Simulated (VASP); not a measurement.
Write the native input for VASP 6.6.1 that does the following.

- Task: single point
- Functional: PBEsol
- Potentials or basis: VASP PAW PBE potentials, release 64 (Ru_pv, S)
- Cutoff: 520 eV
- k mesh: 10 × 10 × 10
- Occupations: gaussian, width 0.05 eV
- Spin: no spin polarisation
- Dipole correction: no
- Further INCAR settings: ALGO = Normal; EDIFF = 1e-06; NBANDS = 17

The structure of RuS lies in POSCAR:

```
RuS
1.0
    0.0000000000      2.4020783177      2.4020783177
    2.4020783177      0.0000000000      2.4020783177
    2.4020783177      2.4020783177      0.0000000000
Ru S
1 1
Direct
    0.5000000000      0.5000000000      0.5000000000
    0.0000000000      0.0000000000      0.0000000000
```

One way to write it, as run:

INCAR

```
SYSTEM = RuS
PREC = Accurate ; ENCUT = 520
EDIFF = 1E-6 ; ISMEAR = 0
SIGMA = 0.05 ; LREAL = .False.
LASPH = .True. ; NELM = 80
ALGO = Normal ; ISIF = 2
LWAVE = .False. ; LCHARG = .False.
GGA = PS ; NBANDS = 17
```

KPOINTS

```
regular mesh
0
Gamma
  10 10 10
  0 0 0
```

Potentials or basis: VASP PAW PBE potentials, release 64 (Ru_pv, S).

Command:

```sh
$ cat potpaw_PBE.64/Ru_pv/POTCAR potpaw_PBE.64/S/POTCAR > POTCAR
$ mpirun -np 1 vasp_std > vasp.out
```

It gave:

- Pressure: 4.2 GPa
- Band gap on the k mesh: zero (bands 10 and 11 overlap by 2.32 eV)

Caveat: the cell stands under pressure; the PAW data sets were made with another functional, which shifts forces and pressure a little.

Run time: 23 s on 1 thread of Intel(R) Xeon(R) Platinum 8488C (Sapphire Rapids), on a shared host, peak memory 0.17 GiB.
